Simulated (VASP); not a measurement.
Input of a VASP 6.6.1 run:

POSCAR

```
PtSe2
1.0
    0.0000000000      3.1308957810      3.1308957810
    3.1308957810      0.0000000000      3.1308957810
    3.1308957810      3.1308957810      0.0000000000
Pt Se
1 2
Direct
    0.0000000000      0.0000000000      0.0000000000
    0.2500000000      0.2500000000      0.2500000000
    0.7500000000      0.7500000000      0.7500000000
```

INCAR.step1

```
ALGO = Normal
EDIFF = 1E-4
ENCUT = 520
GGA = PE
ISMEAR = -1
LASPH = T
LCHARG = F
LREAL = F
LWAVE = T
NBANDS = 18
NELM = 80
PREC = Accurate
SIGMA = 0.02
```

INCAR.step2

```
ALGO = Normal
EDIFF = 1E-6
ENCUT = 520
ISIF = 2
ISMEAR = -1
ISTART = 1
LASPH = T
LCHARG = T
LELF = T
LMIXTAU = T
LREAL = F
LVHAR = T
LWAVE = F
METAGGA = R2SCAN
NBANDS = 18
NELM = 80
PREC = Accurate
SIGMA = 0.02
```

Contents of KPOINTS:

```
k-points
0
Gamma
  6 6 6
```

Potentials or basis: VASP PAW PBE potentials, release 64 (Pt, Se).

Launch:

```sh
$ cat potpaw_PBE.64/Pt/POTCAR potpaw_PBE.64/Se/POTCAR > POTCAR
$ cp INCAR.step1 INCAR
$ mpirun -np 1 vasp_std > vasp.out
$ cp INCAR.step2 INCAR
$ mpirun -np 1 vasp_std > vasp.out
```

(1) Estimate the band gap on the k mesh.

(2) Estimate the pressure.

Results:

(1) zero (bands 11 and 12 overlap by 0.41 eV).

(2) 0.0 GPa.

Caveat: the PAW data sets were made with another functional, which shifts forces and pressure a little; spin-orbit coupling is left out, which moves the levels of the heavy elements.
